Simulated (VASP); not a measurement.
# BN (pbe): single point with PBE

Crystal: BN (pbe).

```
CELL_PARAMETERS angstrom
2.55406 0.00000 0.00000
-1.27703 2.21188 0.00000
0.00000 0.00000 4.22388
ATOMIC_POSITIONS crystal
B 0.33333 0.66667 0.99968
B 0.66667 0.33333 0.49968
N 0.33333 0.66667 0.37432
N 0.66667 0.33333 0.87432
```

```yaml
Program: VASP 6.6.1
Task: single point
Functional: PBE
Potentials_or_basis: VASP PAW PBE potentials, release 64 (B, N)
Cutoff: 520 eV
k_mesh: 9 × 9 × 6
Occupations: gaussian, width 0.01 eV
Spin: no spin polarisation
```

| Quantity | Value |
| --- | --- |
| Pressure | 0.4 GPa |
| Largest force | 0.003 eV/Å |
| Band gap on the k mesh | 5.21 eV, indirect (least direct gap 8.23 eV) |

Forces on the atoms (eV/Å):
```
B    0.000  0.000  0.003
B    0.000  0.000  0.003
N    0.000  0.000 -0.003
N    0.000  0.000 -0.003
```

Levels at points of the mesh, in eV from the valence-band top:
```
           k point  band 4  band 5  band 6  band 7  band 8  band 9  band 10  band 11  band 12  band 13
(0.00, 0.00, 0.00)   -2.10   -2.10   -0.26    0.00    0.00    8.34     8.34     8.55     9.41    10.64
(0.00, 0.00, 0.50)   -5.67   -1.17   -1.17   -1.17   -1.17    9.41     9.41     9.88     9.88     9.88
```

Run time: 7 s on 1 thread of Intel(R) Xeon(R) 6975P-C (Granite Rapids), on a shared host, peak memory 0.14 GiB.

A k mesh can miss the band edges.
